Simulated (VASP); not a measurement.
# Rb2Re (P6/mmm) in VASP: notebook

Rb2Re is run at these levels: PBE; tasks: relaxation of cell and atoms, single point.

Everything below comes from runs of VASP 6.6.1. Logs are shortened: lines on timing, memory, paths and dates and some standing lists are left out, and cuts for length are marked.

## Step 1: The cell of the first run

It takes space group P6/mmm (No. 191, hexagonal). The conventional cell has a = 6.085 Å, b = 6.085 Å, c = 2.897 Å, α = 90.00°, β = 90.00°, γ = 120.00°. Within 3.8 Å of Rb (site symmetry -6m2) lie 5 Rb at 2.90 to 3.51 Å and 6 Re at 3.80 Å. Re (site symmetry 6/mmm) has 2 Re at 2.90 Å and 12 Rb at 3.80 Å within 3.8 Å.

## Step 2: Relaxation of cell and atoms, PBE

The input, INCAR:

```
PREC = Accurate
ENCUT = 600
EDIFF = 1E-6
ISMEAR = 0
SIGMA = 0.1
LREAL = F
LASPH = T
NELM = 100
ALGO = Normal
ISIF = 3
LWAVE = F
LCHARG = F
GGA = PE
IBRION = 2
NSW = 90
EDIFFG = -0.04
```

The input, KPOINTS:

```
regular mesh
0
Gamma
  3 3 6
```

The input, POSCAR:

```
Rb2Re
1.0
    6.0846956935      0.0000000000      0.0000000000
   -3.0423478468      5.2695010449      0.0000000000
    0.0000000000      0.0000000000      2.8967368707
Rb Re
2 1
Direct
    0.3333333333      0.6666666667      0.5000000000
    0.6666666667      0.3333333333      0.5000000000
    0.0000000000      0.0000000000      0.0000000000
```

Potentials or basis: VASP PAW PBE potentials, release 64 (Rb_sv, Re).

Run with:

```bash
cat potpaw_PBE.64/Rb_sv/POTCAR potpaw_PBE.64/Re/POTCAR > POTCAR
mpirun -np 1 vasp_std > vasp.out
```

OUTCAR:

```text
PREC = Accurate
   ENCUT = 600
   EDIFF = 1E-6
   ISMEAR = 0
   LREAL = F
   LASPH = T
   NELM = 100
   ISIF = 3
   GGA = PE
   IBRION = 2
   NSW = 90
   EDIFFG = -0.04

 ion  position               nearest neighbor table
   1  0.333  0.667  0.500-   2 3.51   2 3.51   2 3.51   3 3.80   3 3.80   3 3.80   3 3.80   3 3.80
                             3 3.80   2 4.55   2 4.55   2 4.55   2 4.55   2 4.55   2 4.55
   2  0.667  0.333  0.500-   1 3.51   1 3.51   1 3.51   3 3.80   3 3.80   3 3.80   3 3.80   3 3.80
                             3 3.80   1 4.55   1 4.55   1 4.55   1 4.55   1 4.55   1 4.55
   3  0.000  0.000  0.000-   1 3.80   2 3.80   1 3.80   2 3.80   2 3.80   2 3.80   1 3.80   1 3.80
                             2 3.80   2 3.80   1 3.80   1 3.80

  LATTYP: Found a hexagonal cell.
 ALAT       =     6.0846956935
 C/A-ratio  =     0.4760693084

  Lattice vectors:

 A1 = (   6.0846956935,   0.0000000000,   0.0000000000)
 A2 = (  -3.0423478468,   5.2695010449,   0.0000000000)
 A3 = (   0.0000000000,   0.0000000000,   2.8967368707)

Analysis of symmetry for initial positions (statically):
=====================================================================
 Subroutine PRICEL returns:
 Original cell was already a primitive cell.

 Routine SETGRP: Setting up the symmetry group for a
 hexagonal supercell.

 Subroutine GETGRP returns: Found 24 space group operations
 (whereof 24 operations were pure point group operations)
 out of a pool of 24 trial point group operations.

The static configuration has the point symmetry D_6h.

Analysis of symmetry for dynamics (positions and initial velocities):
=====================================================================
 Subroutine PRICEL returns:
 Original cell was already a primitive cell.

 Routine SETGRP: Setting up the symmetry group for a
 hexagonal supercell.

 Subroutine GETGRP returns: Found 24 space group operations
 (whereof 24 operations were pure point group operations)
 out of a pool of 24 trial point group operations.

The dynamic configuration has the point symmetry D_6h.

 Subroutine INISYM returns: Found 24 space group operations
 (whereof 24 operations are pure point group operations),
 and found     1 'primitive' translations

----------------------------------------------------------------------------------------

                                     Primitive cell

  volume of cell :      92.8790

  direct lattice vectors                    reciprocal lattice vectors
     6.084695693  0.000000000  0.000000000     0.164346756  0.094885644  0.000000000
    -3.042347847  5.269501045  0.000000000     0.000000000  0.189771288  0.000000000
     0.000000000  0.000000000  2.896736871     0.000000000  0.000000000  0.345216029

  length of vectors
     6.084695693  6.084695694  2.896736871     0.189771288  0.189771288  0.345216029

  position of ions in fractional coordinates (direct lattice)
     0.333333333  0.666666667  0.500000000
     0.666666667  0.333333333  0.500000000
     0.000000000  0.000000000  0.000000000

  ion indices of the primitive-cell ions
   primitive index   ion index
                 1           1
                 2           2
                 3           3

----------------------------------------------------------------------------------------

 KPOINTS: regular mesh

Automatic generation of k-mesh.
 Grid dimensions read from file:
 generate k-points for:    3    3    6

 Generating k-lattice:

  Cartesian coordinates                     Fractional coordinates (reciprocal lattice)
     0.054782252  0.031628548  0.000000000     0.333333333  0.000000000  0.000000000
     0.000000000  0.063257096  0.000000000     0.000000000  0.333333333  0.000000000
     0.000000000  0.000000000  0.057536005     0.000000000  0.000000000  0.166666667

  Length of vectors
     0.063257096  0.063257096  0.057536005

  Shift w.r.t. Gamma in fractional coordinates (k-lattice)
     0.000000000  0.000000000  0.000000000

 Subroutine IBZKPT returns following result:
 ===========================================

 Found     12 irreducible k-points:

 Following reciprocal coordinates:
            Coordinates               Weight
  0.000000  0.000000  0.000000      1.000000
  0.333333 -0.000000  0.000000      6.000000
  0.333333  0.333333  0.000000      2.000000
  0.000000  0.000000  0.166667      2.000000
  0.333333 -0.000000  0.166667     12.000000
  0.333333  0.333333  0.166667      4.000000
  0.000000  0.000000  0.333333      2.000000
  0.333333 -0.000000  0.333333     12.000000
  0.333333  0.333333  0.333333      4.000000
  0.000000  0.000000  0.500000      1.000000
  0.333333 -0.000000  0.500000      6.000000
  0.333333  0.333333  0.500000      2.000000
   k-points           NKPTS =     12   k-points in BZ     NKDIM =     12   number of bands    NBANDS=     16
   number of dos      NEDOS =    301   number of ions     NIONS =      3
   total plane-waves  NPLWV =  60000
   dimension x,y,z NGX =    50 NGY =   50 NGZ =   24
   dimension x,y,z NGXF=   100 NGYF=  100 NGZF=   48
   ions per type =               2   1
   NGX,Y,Z   is equivalent  to a cutoff of  13.66, 13.66, 13.77 a.u.
   NGXF,Y,Z  is equivalent  to a cutoff of  27.32, 27.32, 27.55 a.u.
 SYSTEM =  unknown system
   PREC   = accura    normal or accurate (medium, high low for compatibility)
   ISTART =      0    job   : 0-new  1-cont  2-samecut
   ICHARG =      2    charge: 1-file 2-atom 10-const
   ISPIN  =      1    spin polarized calculation?
   LNONCOLLINEAR =      F non collinear calculations
   LSORBIT =      F    spin-orbit coupling
   LASPH  =      T    aspherical Exc in radial PAW
   ENCUT  =  600.0 eV  44.10 Ry    6.64 a.u.  12.15 12.15  5.79*2*pi/ulx,y,z
   NELM   =    100;   NELMIN=  2; NELMDL= -5     # of ELM steps
   EDIFF  = 0.1E-05   stopping-criterion for ELM
   LREAL  =      F    real-space projection
   EDIFFG = -.4E-01   stopping-criterion for IOM
   NSW    =     90    number of steps for IOM
   IBRION =      2    ionic relax: 0-MD 1-quasi-New 2-CG
   NFREE  =      1    steps in history (QN), initial steepest desc. (CG)
   ISIF   =      3    stress and relaxation
   ISYM   =      2    0-nonsym 1-usesym 2-fastsym
   POTIM  = 0.5000    time-step for ionic-motion
   TEBEG  =    0.0;   TEEND  =   0.0 temperature during run
   PSTRESS=    0.0 pullay stress
   NELECT =      25.0000    total number of electrons
   NUPDOWN=      -1.0000    fix difference up-down
   EMIN   =  10.00;   EMAX   =-10.00  energy-range for DOS
   EFERMI =   0.00;   METHOD = LEGACY
   ISMEAR =     0;   SIGMA  =   0.10  broadening in eV -4-tet -1-fermi 0-gaus
   EFERMI_NEDOS =   21; number of points for ismear=-14 and -15
   IALGO  =     38    algorithm
   IMIX   =      4    mixing-type and parameters
     AMIX     =   0.40;   BMIX     =  1.00
     AMIX_MAG =   1.60;   BMIX_MAG =  1.00
  volume/ion in A,a.u.               =      30.96       208.93
  Fermi-wavevector in a.u.,A,eV,Ry     =   1.057018  1.997474 15.201612  1.117287
  Thomas-Fermi vector in A             =   2.192275
   LORBIT       =      0    0 simple, 1 ext, 2 COOP (PROOUT), +10 PAW based schemes
   GGA     = PE    functional components
   LHFCALC =     F    Hartree Fock is set to
   AEXX    =    0.0000 exact exchange contribution
   IVDW    =     0    specifies the selected vdW correction
   LEPSILON=     F    determine dielectric tensor
   LRPA    =     F    only Hartree local field effects (RPA)
 conjugate gradient relaxation of ions
 non-spin polarized calculation
 Gauss-broadening in eV      SIGMA  =   0.10
  energy-cutoff  :      600.00
  volume of cell :       92.88
 maximum number of plane-waves:      3120
 NGX is ok and might be reduce to    50
   NGX = 25   NGY = 25   NGZ = 11

--------------------------------------- Ionic step        1  -------------------------------------------

 number of electron      24.9999999 magnetization

 Free energy of the ion-electron system (eV)
  ---------------------------------------------------
  ext. energy  EPLUGINS =         0.00000000
  ---------------------------------------------------
  free energy    TOTEN  =        -8.60458411 eV

  energy without entropy =       -8.54947925  energy(sigma->0) =       -8.57703168

------------------------ aborting loop because EDIFF is reached ----------------------------------------

  FORCE on cell =-STRESS in cart. coord.  units (eV):
  Direction    XX          YY          ZZ          XY          YZ          ZX
  --------------------------------------------------------------------------------------
  -------------------------------------------------------------------------------------
  Total        0.5378216      0.5378216     -0.7272337     -0.0000000     -0.0000000      0.0000000
  in kB        9.2775095      9.2775095    -12.5448995     -0.0000000     -0.0000000      0.0000000
  external PRESSURE =       2.0033732 kB  Pullay stress =       0.0000000 kB

 VOLUME and BASIS-vectors are now :
 -----------------------------------------------------------------------------
  energy-cutoff  :      600.00
  volume of cell :       92.88
      direct lattice vectors                 reciprocal lattice vectors
     6.084695693  0.000000000  0.000000000     0.164346756  0.094885644  0.000000000
    -3.042347847  5.269501045  0.000000000     0.000000000  0.189771288  0.000000000
     0.000000000  0.000000000  2.896736871     0.000000000  0.000000000  0.345216029

 POSITION                                       TOTAL-FORCE (eV/Angst)
 -----------------------------------------------------------------------------------
     -0.00000      3.51300      1.44837         0.000000     -0.000000      0.000000
      3.04235      1.75650      1.44837        -0.000000      0.000000      0.000000
      0.00000      0.00000      0.00000        -0.000000     -0.000000      0.000000
 -----------------------------------------------------------------------------------
    total drift:                                0.000000     -0.000000      0.000000

  FREE ENERGIE OF THE ION-ELECTRON SYSTEM (eV)
  ---------------------------------------------------
  free  energy   TOTEN  =        -8.6045841059 eV
[... 54 lines left out ...]
 VOLUME and BASIS-vectors are now :
 -----------------------------------------------------------------------------
  energy-cutoff  :      600.00
  volume of cell :       93.61
      direct lattice vectors                 reciprocal lattice vectors
     6.161654930 -0.000000000  0.000000000     0.162294061  0.093700520  0.000000000
    -3.080827465  5.336149698  0.000000000     0.000000000  0.187401039  0.000000000
     0.000000000 -0.000000000  2.847195649    -0.000000000 -0.000000000  0.351222790

 POSITION                                       TOTAL-FORCE (eV/Angst)
 -----------------------------------------------------------------------------------
     -0.00000      3.55743      1.42360         0.000000     -0.000000     -0.000000
      3.08083      1.77872      1.42360        -0.000000      0.000000      0.000000
      0.00000     -0.00000      0.00000         0.000000      0.000000      0.000000
 -----------------------------------------------------------------------------------
    total drift:                                0.000000     -0.000000      0.000000

  FREE ENERGIE OF THE ION-ELECTRON SYSTEM (eV)
  ---------------------------------------------------
  free  energy   TOTEN  =        -8.6181292147 eV

  energy  without entropy=       -8.5646516886  energy(sigma->0) =       -8.59139045

--------------------------------------- Ionic step        4  -------------------------------------------

 number of electron      25.0000000 magnetization

 Free energy of the ion-electron system (eV)
  ---------------------------------------------------
  ext. energy  EPLUGINS =         0.00000000
  ---------------------------------------------------
  free energy    TOTEN  =        -8.62035017 eV

  energy without entropy =       -8.56769256  energy(sigma->0) =       -8.59402136

 E-fermi :   2.4154     XC(G=0):  -9.0150

 val. band max:        2.3985845489   @ k =   0.3333  -0.0000   0.3333
 cond. band min:       2.4475523256   @ k =   0.3333   0.3333   0.3333
 fundamental gap:      0.0489677767
 Fermi energy:         2.4153924509

 k-point     1 :       0.0000    0.0000    0.0000
  band No.  band energies     occupation
      1     -26.2887      2.00000
      2     -26.1472      2.00000
      3     -10.5863      2.00000
      4     -10.5863      2.00000
      5      -9.9087      2.00000
      6      -9.9087      2.00000
[... 8 lines left out ...]
     15       4.1460      0.00000
     16       4.1460      0.00000

 k-point     2 :       0.3333   -0.0000    0.0000
  band No.  band energies     occupation
      1     -26.2591      2.00000
      2     -26.1775      2.00000
      3     -10.6390      2.00000
      4     -10.4981      2.00000
      5     -10.0240      2.00000
      6      -9.8437      2.00000
[... 8 lines left out ...]
     15       4.1434      0.00000
     16       4.1499      0.00000
[... 201 lines left out ...]
 VOLUME and BASIS-vectors are now :
 -----------------------------------------------------------------------------
  energy-cutoff  :      600.00
  volume of cell :       95.09
      direct lattice vectors                 reciprocal lattice vectors
     6.199254543 -0.000000000  0.000000000     0.161309718  0.093132209  0.000000000
    -3.099627271  5.368711918  0.000000000     0.000000000  0.186264418  0.000000000
     0.000000000 -0.000000000  2.856984934    -0.000000000 -0.000000000  0.350019347

 POSITION                                       TOTAL-FORCE (eV/Angst)
 -----------------------------------------------------------------------------------
     -0.00000      3.57914      1.42849         0.000000      0.000000      0.000000
      3.09963      1.78957      1.42849        -0.000000     -0.000000     -0.000000
      0.00000     -0.00000      2.85698         0.000000      0.000000      0.000000
 -----------------------------------------------------------------------------------
    total drift:                                0.000000     -0.000000      0.000000

  FREE ENERGIE OF THE ION-ELECTRON SYSTEM (eV)
  ---------------------------------------------------
  free  energy   TOTEN  =        -8.6203501684 eV

  energy  without entropy=       -8.5676925600  energy(sigma->0) =       -8.59402136

 reached required accuracy - stopping structural energy minimisation
```

Run time: 35 s. Hardware: 1 thread of Intel Xeon 6975P-C (Granite Rapids), shared host; peak memory 0.25 GiB.

Results:

```yaml
Free_energy: -8.6204 eV
Relaxed_volume: 31.70 Å³/atom
Relaxed_cell: a = 6.199 Å, b = 6.199 Å, c = 2.857 Å, α = 90.00°, β = 90.00°, γ = 120.00°
Space_group_after_relaxing_to_0.1_Å: P6/mmm (No. 191)
Energy_gained_by_relaxing: 5.3 meV/atom
Ionic_steps: 4
Pressure_after_relaxing: 0.0 GPa
Band_gap_on_the_k_mesh: zero (an odd number of electrons rules out a gap without spin polarisation)
```

The path:
| step | energy change (eV) | largest force (eV/Å) | pressure (GPa) | volume (Å³) |
| --- | --- | --- | --- | --- |
| 1 | 0.0000 | 0.0000 | 0.20 | 92.88 |
| 2 | -0.0122 | 0.0000 | 0.38 | 93.39 |
| 3 | -0.0135 | 0.0000 | 0.47 | 93.61 |
| 4 | -0.0158 | 0.0000 | 0.05 | 95.09 |

Final structure:
```
CELL_PARAMETERS angstrom
6.19925 0.00000 0.00000
-3.09963 5.36871 0.00000
0.00000 0.00000 2.85698
ATOMIC_POSITIONS crystal
Rb 0.33333 0.66667 0.50000
Rb 0.66667 0.33333 0.50000
Re 0.00000 0.00000 0.00000
```

Caveat: the k points lie up to 0.39 Å⁻¹ apart in the final cell, too coarse for converged energies and pressures of a metal; spin-orbit coupling is left out, which moves the levels of the heavy elements.

## Step 3: Relaxation of cell and atoms, PBE

This run uses another cell than the first one, of 30.14 Å³/atom.

The input, INCAR:

```
SYSTEM = Rb2Re
ALGO     = Normal         ! electronic algorithm
EDIFF    = 1E-6           ! SCF threshold, eV
EDIFFG   = -0.04          ! ionic threshold
ENCUT    = 600            ! plane-wave cutoff, eV
GGA      = PE             ! functional
IBRION   = 2              ! ionic algorithm
ISIF     = 3              ! what is computed and relaxed
ISMEAR   = 0              ! smearing method
LASPH    = .TRUE.         ! aspherical terms in the spheres
LCHARG   = .FALSE.        ! write CHGCAR
LREAL    = .FALSE.        ! projectors in reciprocal space
LWAVE    = .FALSE.        ! write WAVECAR
NELM     = 60             ! most SCF steps
NSW      = 90             ! ionic steps
PREC     = Accurate       ! precision mode
SIGMA    = 0.1            ! smearing width, eV
```

The input, KPOINTS:

```
k-points
0
G
  6 6 4
  0 0 0
```

The input, POSCAR:

```
Rb2Re
1.0
    4.5900587006      0.0000000000      0.0000000000
   -2.2950293503      3.9751074396      0.0000000000
    0.0000000000      0.0000000000      4.9560434475
Rb Re
2 1
Direct
    0.3333333333      0.6666666667      0.5000000000
    0.6666666667      0.3333333333      0.5000000000
    0.0000000000      0.0000000000      0.0000000000
```

Potentials or basis: VASP PAW PBE potentials, release 64 (Rb_sv, Re).

Run with:

```bash
cat potpaw_PBE.64/Rb_sv/POTCAR potpaw_PBE.64/Re/POTCAR > POTCAR
mpirun -np 1 vasp_std > vasp.out
```

Wall time 4.1 min (1 thread of Intel Xeon 6975P-C (Granite Rapids), shared host); peak memory 0.27 GiB.

The run converged. Its results:

```
Free energy                           : -8.5671 eV
Relaxed volume                        : 31.12 Å³/atom
Relaxed cell                          : a = 6.088 Å, b = 6.088 Å, c = 2.908 Å, α = 90.00°, β = 90.00°, γ = 120.00°
Space group after relaxing (to 0.1 Å) : P6/mmm (No. 191)
Pressure after relaxing               : 0.0 GPa
Band gap on the k mesh                : zero (an odd number of electrons rules out a gap without spin polarisation)
```

Final structure:
```yaml
crystal:
  lattice:
    - [6.08837, 0.00000, 0.00000]
    - [-3.04419, 5.27268, 0.00000]
    - [0.00000, 0.00000, 2.90847]
  atoms:
    - { symbol: Rb, position: [0.33333, 0.66667, 0.50000] }
    - { symbol: Rb, position: [0.66667, 0.33333, 0.50000] }
    - { symbol: Re, position: [0.00000, 0.00000, 0.00000] }
```

Levels at points of the mesh, in eV from the Fermi level:
| k point | band 9 | band 10 | band 11 | band 12 | band 13 | band 14 | band 15 | band 16 |
| --- | --- | --- | --- | --- | --- | --- | --- | --- |
| (0.00, 0.00, 0.00) | -4.07 | -1.51 | -0.19 | -0.19 | 1.13 | 1.13 | 2.05 | 2.05 |
| (0.50, 0.00, 0.00) | -3.49 | -0.97 | -0.83 | -0.32 | -0.31 | 1.63 | 2.05 | 2.06 |
| (0.00, 0.00, 0.50) | -1.12 | -1.12 | -0.25 | -0.25 | -0.20 | 1.33 | 2.86 | 2.86 |
| (0.50, 0.00, 0.50) | -1.20 | -1.05 | -0.90 | 0.33 | 0.45 | 0.90 | 2.30 | 2.48 |

Caveat: a cell axis changed by over 15 % at a fixed basis, so the end point is rough; spin-orbit coupling is left out, which moves the levels of the heavy elements.

(Continued in part 2 of 2.)
